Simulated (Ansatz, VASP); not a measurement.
## Ba: VASP beside Ansatz

```xyz
1
Lattice="-2.4000 2.4000 2.7000 2.4000 -2.4000 2.7000 2.4000 2.4000 -2.7000" Properties=species:S:1:pos:R:3 pbc="T T T"
Ba    0.0000    0.0000    0.0000
```

Change from the starting cell: strain -0.040 along x and y, +0.080 along z, atoms carried along.

Alike in both runs: task single point; functional LDA; k mesh 14 × 14 × 14; occupations gaussian, width 0.15 eV; no spin polarisation.

```csv
,VASP,Ansatz
version,VASP 6.6.1,Ansatz 0.2.0
potentials or method,"VASP PAW LDA potentials, release 64 (Ba_sv), cutoff 520 eV","scalar-relativistic, plane waves, PAW"
valence electrons in the cell,10,10
```

VASP gave:

* gap on the k mesh at the Fermi level (eV): none
* pressure (GPa): -1.1
* traceless stress, the component that is largest in VASP (GPa): -0.18

Problem. What did Ansatz give for the same quantities?

Solution. gap on the k mesh at the Fermi level (eV): none; pressure (GPa): -1.2; traceless stress, the component that is largest in VASP (GPa): -0.17.

LDA's correlation is that of Perdew and Zunger in VASP and of Perdew and Wang (1992) in Ansatz. A gap of «none» marks a metal or a gap that the smearing closes.

Spin-orbit coupling is off throughout.
